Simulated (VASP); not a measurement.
A run of VASP 6.6.1 is set up as follows.

File INCAR:

```
PREC     = Accurate       # precision mode
ENCUT    = 520            # plane-wave cutoff, eV
EDIFF    = 1E-7           # SCF threshold, eV
ISMEAR   = 0              # smearing method
SIGMA    = 0.1            # smearing width, eV
LREAL    = False          # projectors in reciprocal space
LASPH    = True           # aspherical terms in the spheres
NELM     = 100            # most SCF steps
ALGO     = Fast           # electronic algorithm
ISIF     = 2              # what is computed and relaxed
LWAVE    = False          # write WAVECAR
LCHARG   = False          # write CHGCAR
GGA      = PE             # functional
NBANDS   = 39             # bands
```

KPOINTS

```
Automatic mesh
0
Gamma
  3 3 4
```

Contents of POSCAR:

```
Ca
1.0
    7.2973403700      0.0000000000      0.0000000000
   -3.6486701900      6.3196821400      0.0000000000
    0.0000000000      0.0000000000      6.1664212700
Ca
6
Direct
    0.4699257900      0.5300742100      0.2500000000
    0.4699257900      0.9398515700      0.2500000000
    0.0601484300      0.5300742100      0.2500000000
    0.5300742100      0.4699257900      0.7500000000
    0.5300742100      0.0601484300      0.7500000000
    0.9398515700      0.4699257900      0.7500000000
```

Potentials or basis: VASP PAW PBE potentials, release 64 (Ca_sv).

Run with:

```sh
$ cat potpaw_PBE.64/Ca_sv/POTCAR > POTCAR
$ mpirun -np 1 vasp_std > vasp.out
```

Problem. What does it give for the band gap on the k mesh?

Solution. Zero (bands 30 and 31 overlap by 0.39 eV).

Problem. What does it give for the largest force?

Solution. 2.508 eV/Å.

Forces in eV/Å, atoms in the order of the input:
```
Ca   2.172 -1.254  0.000
Ca   0.000  2.508  0.000
Ca  -2.172 -1.254  0.000
Ca  -2.172  1.254  0.000
Ca   0.000 -2.508  0.000
Ca   2.172  1.254  0.000
```

Caveat: forces of over 1 eV/Å act on the atoms, so gaps and moduli don't describe the material at rest.
